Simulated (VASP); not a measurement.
Here is a VASP 6.6.1 calculation.

INCAR

```
SYSTEM = CdS
ALGO = Normal ; EDIFF = 1E-6
ENCUT = 500 ; GGA = PE
GGA_COMPAT = .FALSE. ; ISIF = 2
ISMEAR = 0 ; LASPH = .TRUE.
LCHARG = .FALSE. ; LREAL = .FALSE.
LWAVE = .FALSE. ; NBANDS = 16
NELM = 120 ; PREC = Accurate
SIGMA = 0.02
```

Contents of KPOINTS:

```
k-points
0
G
  10 10 10
  0 0 0
```

Contents of POSCAR:

```
CdS
1.0
    0.0000000000      2.9165000000      2.9165000000
    2.9165000000      0.0000000000      2.9165000000
    2.9165000000      2.9165000000      0.0000000000
Cd S
1 1
Direct
    0.0000000000      0.0000000000      0.0000000000
    0.2500000000      0.2500000000      0.2500000000
```

Potentials or basis: VASP PAW PBE potentials, release 64 (Cd, S).

Launch:

```sh
$ cat potpaw_PBE.64/Cd/POTCAR potpaw_PBE.64/S/POTCAR > POTCAR
$ mpirun -np 1 vasp_std > vasp.out
```

Question: Predict the pressure.

Answer: 3.2 GPa.

Question: Estimate the band gap on the k mesh.

Answer: 1.15 eV.

Caveat: the cell stands under pressure. A hybrid or GW would open this gap; PBE tends to underestimate it.
